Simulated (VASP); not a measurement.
# SiO2 (P4_2/mnm) in VASP: equation of state with LAK

Aim: the equation of state of SiO2 with LAK.

Everything below comes from runs of VASP 6.6.1. Logs are shortened: lines on timing, memory, paths and dates and some standing lists are left out, and cuts for length are marked.

**1. The cell of the first run**

It takes space group P4_2/mnm (No. 136, tetragonal). Conventional cell: a = 4.233 Å, b = 4.233 Å, c = 2.693 Å, α = 90.00°, β = 90.00°, γ = 90.00°. Si (site symmetry mmm) has 6 O at 1.78 to 1.84 Å within 2.4 Å. Within 2.4 Å of O (site symmetry m2m) lie 3 Si at 1.78 to 1.84 Å and 1 O at 2.31 Å.

**2. Equation of state, LAK**

File POSCAR.step1:

```
SiO2
1.0
    4.1021613444      0.0000000000      0.0000000000
    0.0000000000      4.1021613444      0.0000000000
    0.0000000000      0.0000000000      2.6101370086
Si O
2 4
Direct
    0.0000000000      0.0000000000      0.0000000000
    0.5000000000      0.5000000000      0.5000000000
    0.8068390000      0.1931610000      0.5000000000
    0.3068390000      0.3068390000      0.0000000000
    0.1931610000      0.8068390000      0.5000000000
    0.6931610000      0.6931610000      0.0000000000
```

File POSCAR.step2:

```
SiO2
1.0
    4.1467535482      0.0000000000      0.0000000000
    0.0000000000      4.1467535482      0.0000000000
    0.0000000000      0.0000000000      2.6385102859
Si O
2 4
Direct
    0.0000000000      0.0000000000      0.0000000000
    0.5000000000      0.5000000000      0.5000000000
    0.8068390000      0.1931610000      0.5000000000
    0.3068390000      0.3068390000      0.0000000000
    0.1931610000      0.8068390000      0.5000000000
    0.6931610000      0.6931610000      0.0000000000
```

File POSCAR.step3:

```
SiO2
1.0
    4.1904067935      0.0000000000      0.0000000000
    0.0000000000      4.1904067935      0.0000000000
    0.0000000000      0.0000000000      2.6662861195
Si O
2 4
Direct
    0.0000000000      0.0000000000      0.0000000000
    0.5000000000      0.5000000000      0.5000000000
    0.8068390000      0.1931610000      0.5000000000
    0.3068390000      0.3068390000      0.0000000000
    0.1931610000      0.8068390000      0.5000000000
    0.6931610000      0.6931610000      0.0000000000
```

File POSCAR.step4:

```
SiO2
1.0
    4.2331690000      0.0000000000      0.0000000000
    0.0000000000      4.2331690000      0.0000000000
    0.0000000000      0.0000000000      2.6934950000
Si O
2 4
Direct
    0.0000000000      0.0000000000      0.0000000000
    0.5000000000      0.5000000000      0.5000000000
    0.8068390000      0.1931610000      0.5000000000
    0.3068390000      0.3068390000      0.0000000000
    0.1931610000      0.8068390000      0.5000000000
    0.6931610000      0.6931610000      0.0000000000
```

File POSCAR.step5:

```
SiO2
1.0
    4.2750842903      0.0000000000      0.0000000000
    0.0000000000      4.2750842903      0.0000000000
    0.0000000000      0.0000000000      2.7201650018
Si O
2 4
Direct
    0.0000000000      0.0000000000      0.0000000000
    0.5000000000      0.5000000000      0.5000000000
    0.8068390000      0.1931610000      0.5000000000
    0.3068390000      0.3068390000      0.0000000000
    0.1931610000      0.8068390000      0.5000000000
    0.6931610000      0.6931610000      0.0000000000
```

File POSCAR.step6:

```
SiO2
1.0
    4.3161933919      0.0000000000      0.0000000000
    0.0000000000      4.3161933919      0.0000000000
    0.0000000000      0.0000000000      2.7463220391
Si O
2 4
Direct
    0.0000000000      0.0000000000      0.0000000000
    0.5000000000      0.5000000000      0.5000000000
    0.8068390000      0.1931610000      0.5000000000
    0.3068390000      0.3068390000      0.0000000000
    0.1931610000      0.8068390000      0.5000000000
    0.6931610000      0.6931610000      0.0000000000
```

File POSCAR.step7:

```
SiO2
1.0
    4.3565339861      0.0000000000      0.0000000000
    0.0000000000      4.3565339861      0.0000000000
    0.0000000000      0.0000000000      2.7719900880
Si O
2 4
Direct
    0.0000000000      0.0000000000      0.0000000000
    0.5000000000      0.5000000000      0.5000000000
    0.8068390000      0.1931610000      0.5000000000
    0.3068390000      0.3068390000      0.0000000000
    0.1931610000      0.8068390000      0.5000000000
    0.6931610000      0.6931610000      0.0000000000
```

File INCAR:

```
METAGGA = LAK ; ISMEAR = 0
SIGMA = 0.03 ; LWAVE = False
LCHARG = False ; ISIF = 2
NSW = 0 ; ENCUT = 660
PREC = Accurate ; LASPH = True
LREAL = False ; ALGO = Normal
EDIFF = 1E-7 ; NELM = 120
GGA_COMPAT = False ; EFERMI = MIDGAP
LMIXTAU = True
```

File KPOINTS:

```
k-points
0
Gamma
  5 5 8
```

Potentials or basis: VASP PAW PBE potentials, release 64 (Si_GW, O_GW).

Launch:

```sh
cat potpaw_PBE.64/Si_GW/POTCAR potpaw_PBE.64/O_GW/POTCAR > POTCAR
cp POSCAR.step1 POSCAR
mpirun -np 1 vasp_std > vasp.out
cp POSCAR.step2 POSCAR
mpirun -np 1 vasp_std > vasp.out
cp POSCAR.step3 POSCAR
mpirun -np 1 vasp_std > vasp.out
cp POSCAR.step4 POSCAR
mpirun -np 1 vasp_std > vasp.out
cp POSCAR.step5 POSCAR
mpirun -np 1 vasp_std > vasp.out
cp POSCAR.step6 POSCAR
mpirun -np 1 vasp_std > vasp.out
cp POSCAR.step7 POSCAR
mpirun -np 1 vasp_std > vasp.out
```

OUTCAR:

```text
METAGGA = LAK
   ISMEAR = 0
   ISIF = 2
   NSW = 0
   ENCUT = 660
   PREC = Accurate
   LASPH = True
   LREAL = False
   EDIFF = 1E-7
   NELM = 120
   EFERMI = MIDGAP

 Found     30 irreducible k-points:

 Following reciprocal coordinates:
            Coordinates               Weight
  0.000000  0.000000  0.000000      1.000000
  0.200000  0.000000  0.000000      4.000000
  0.400000  0.000000  0.000000      4.000000
  0.200000  0.200000  0.000000      4.000000
  0.400000  0.200000  0.000000      8.000000
  0.400000  0.400000  0.000000      4.000000
   k-points           NKPTS =     30   k-points in BZ     NKDIM =     30   number of bands    NBANDS=     20
   number of dos      NEDOS =    301   number of ions     NIONS =      6
   total plane-waves  NPLWV =  38400
   dimension x,y,z NGX =    40 NGY =   40 NGZ =   24
   dimension x,y,z NGXF=    80 NGYF=   80 NGZF=   48
   ions per type =               2   4
   NGX,Y,Z   is equivalent  to a cutoff of  15.26, 15.26, 14.39 a.u.
   NGXF,Y,Z  is equivalent  to a cutoff of  30.53, 30.53, 28.79 a.u.
 SYSTEM =  unknown system
   PREC   = accura    normal or accurate (medium, high low for compatibility)
   ISTART =      0    job   : 0-new  1-cont  2-samecut
   ICHARG =      2    charge: 1-file 2-atom 10-const
   ISPIN  =      1    spin polarized calculation?
   LNONCOLLINEAR =      F non collinear calculations
   LSORBIT =      F    spin-orbit coupling
   LASPH  =      T    aspherical Exc in radial PAW
   ENCUT  =  660.0 eV  48.51 Ry    6.96 a.u.   9.13  9.13  5.81*2*pi/ulx,y,z
   NELM   =    120;   NELMIN=  2; NELMDL=  0     # of ELM steps
   EDIFF  = 0.1E-06   stopping-criterion for ELM
   LREAL  =      F    real-space projection
   EDIFFG = 0.1E-05   stopping-criterion for IOM
   NSW    =      0    number of steps for IOM
   IBRION =     -1    ionic relax: 0-MD 1-quasi-New 2-CG
   NFREE  =      0    steps in history (QN), initial steepest desc. (CG)
   ISIF   =      2    stress and relaxation
   ISYM   =      2    0-nonsym 1-usesym 2-fastsym
   POTIM  = 0.5000    time-step for ionic-motion
   TEBEG  =    0.0;   TEEND  =   0.0 temperature during run

   SCALEE = 1.0000    scale energy and forces
   PSTRESS=    0.0 pullay stress
   NELECT =      32.0000    total number of electrons
   NUPDOWN=      -1.0000    fix difference up-down
   EMIN   =  10.00;   EMAX   =-10.00  energy-range for DOS
   EFERMI =   0.00;   METHOD = MIDGAP
   ISMEAR =     0;   SIGMA  =   0.03  broadening in eV -4-tet -1-fermi 0-gaus
   EFERMI_NEDOS =   21; number of points for ismear=-14 and -15
   IALGO  =     38    algorithm
   IMIX   =      4    mixing-type and parameters
     AMIX     =   0.40;   BMIX     =  1.00
     AMIX_MAG =   1.60;   BMIX_MAG =  1.00
  volume/ion in A,a.u.               =       8.77        59.17
  Fermi-wavevector in a.u.,A,eV,Ry     =   1.387076  2.621193 26.177327  1.923979
  Thomas-Fermi vector in A             =   2.511331
   LORBIT       =      0    0 simple, 1 ext, 2 COOP (PROOUT), +10 PAW based schemes
   METAGGA = LAK    functional components
   LHFCALC =     F    Hartree Fock is set to
   AEXX    =    0.0000 exact exchange contribution
   IVDW    =     0    specifies the selected vdW correction
   LEPSILON=     F    determine dielectric tensor
   LRPA    =     F    only Hartree local field effects (RPA)

   CSHIFT  =0.1000    complex shift for real part using Kramers Kronig

   OMEGAMAX=  -1.0    maximum frequency
 non-spin polarized calculation
 Gauss-broadening in eV      SIGMA  =   0.03
  energy-cutoff  :      660.00
  volume of cell :       52.61
 maximum number of plane-waves:      2044
 NGX is ok and might be reduce to    40
   NGX = 19   NGY = 19   NGZ = 11

 number of electron      31.9999986 magnetization

 Free energy of the ion-electron system (eV)
  ---------------------------------------------------
  ext. energy  EPLUGINS =         0.00000000
  ---------------------------------------------------
  free energy    TOTEN  =       -43.97651666 eV

  energy without entropy =      -43.97651666  energy(sigma->0) =      -43.97651666

 E-fermi :   8.3788     XC(G=0): -11.9966

 val. band max:        6.0337772146   @ k =   0.0000   0.0000   0.0000
 cond. band min:      10.7237851597   @ k =   0.0000   0.0000   0.0000
 fundamental gap:      4.6900079452
 Fermi energy:         8.3787811872

 k-point     1 :       0.0000    0.0000    0.0000
  band No.  band energies     occupation
      1     -16.7241      2.00000
      2     -13.8150      2.00000
      3     -13.8150      2.00000
      4     -13.6478      2.00000
      5      -4.2745      2.00000
      6       0.2048      2.00000
[... 12 lines left out ...]
     19      14.8813      0.00000
     20      14.8813      0.00000

 k-point     2 :       0.2000    0.0000    0.0000
  band No.  band energies     occupation
      1     -16.5477      2.00000
      2     -14.4476      2.00000
      3     -13.7369      2.00000
      4     -13.3575      2.00000
      5      -3.9629      2.00000
      6      -0.7203      2.00000
[... 12 lines left out ...]
     19      14.9622      0.00000
     20      15.0093      0.00000

 k-point     3 :       0.4000    0.0000    0.0000
  band No.  band energies     occupation
      1     -16.0428      2.00000
      2     -15.2906      2.00000
      3     -13.5424      2.00000
      4     -13.3532      2.00000
      5      -3.1473      2.00000
      6      -2.0158      2.00000
[... 12 lines left out ...]
     19      15.3261      0.00000
     20      15.4891      0.00000

 k-point     4 :       0.2000    0.2000    0.0000
  band No.  band energies     occupation
      1     -16.3794      2.00000
      2     -14.6064      2.00000
      3     -13.8928      2.00000
      4     -13.3188      2.00000
      5      -3.6381      2.00000
      6      -0.8572      2.00000
[... 12 lines left out ...]
     19      14.9464      0.00000
     20      15.4826      0.00000

 k-point     5 :       0.4000    0.2000    0.0000
  band No.  band energies     occupation
      1     -15.9036      2.00000
      2     -15.2240      2.00000
      3     -13.7602      2.00000
      4     -13.4796      2.00000
      5      -2.8141      2.00000
      6      -1.7608      2.00000
[... 12 lines left out ...]
     19      15.5652      0.00000
     20      15.8352      0.00000

 k-point     6 :       0.4000    0.4000    0.0000
  band No.  band energies     occupation
      1     -15.5428      2.00000
      2     -15.2105      2.00000
      3     -14.0147      2.00000
      4     -13.8154      2.00000
      5      -2.0406      2.00000
      6      -1.4745      2.00000
[... 12 lines left out ...]
     19      16.0738      0.00000
     20      16.2351      0.00000

 [... further k-points ...]

------------------------ aborting loop because EDIFF is reached ----------------------------------------

  FORCE on cell =-STRESS in cart. coord.  units (eV):
  Direction    XX          YY          ZZ          XY          YZ          ZX
  --------------------------------------------------------------------------------------
  -------------------------------------------------------------------------------------
  Total       -9.1857869     -9.1857869    -11.3028030      0.0000000      0.0000000      0.0000000
  in kB     -279.7390287   -279.7390287   -344.2095015      0.0000000      0.0000000      0.0000000
  external PRESSURE =    -301.2291863 kB  Pullay stress =       0.0000000 kB

 VOLUME and BASIS-vectors are now :
 -----------------------------------------------------------------------------
  energy-cutoff  :      660.00
  volume of cell :       52.61
      direct lattice vectors                 reciprocal lattice vectors
     4.356533986  0.000000000  0.000000000     0.229540273  0.000000000  0.000000000
     0.000000000  4.356533986  0.000000000     0.000000000  0.229540273  0.000000000
     0.000000000  0.000000000  2.771990088     0.000000000  0.000000000  0.360751651

 POSITION                                       TOTAL-FORCE (eV/Angst)
 -----------------------------------------------------------------------------------
      0.00000      0.00000      0.00000        -0.000000      0.000000      0.000000
      2.17827      2.17827      1.38600        -0.000000      0.000000      0.000000
      3.51502      0.84151      1.38600         0.498546     -0.498546      0.000000
      1.33675      1.33675      0.00000         0.498546      0.498546     -0.000000
      0.84151      3.51502      1.38600        -0.498546      0.498546     -0.000000
      3.01978      3.01978      0.00000        -0.498546     -0.498546      0.000000
 -----------------------------------------------------------------------------------
    total drift:                                0.000000     -0.000000      0.000000

  FREE ENERGIE OF THE ION-ELECTRON SYSTEM (eV)
  ---------------------------------------------------
  free  energy   TOTEN  =       -43.9765166621 eV

  energy  without entropy=      -43.9765166621  energy(sigma->0) =      -43.97651666
```

It took 27 min on 1 thread of Intel Xeon Platinum 8259CL at 2.50GHz (Skylake/Cascade Lake), shared host; peak memory 0.22 GiB.

What came out:

```yaml
Equilibrium_volume: 7.84 Å³/atom
Bulk_modulus_at_fixed_shape_and_positions: 338 GPa
Pressure_derivative_of_the_bulk_modulus: 4.2
```

Energy against volume, from the lowest point:
```tsv
volume (Å³/atom)	energy (meV/atom)
7.320	41.43
7.562	11.23
7.803	0.00
8.044	4.90
8.286	23.56
8.527	53.96
8.768	94.26
```

Caveat: the cell was scaled at fixed shape and fractional positions, which overstates the stiffness of a crystal with free parameters, most of all of layers and chains; the PAW data sets were made with another functional, which shifts forces and pressure a little.
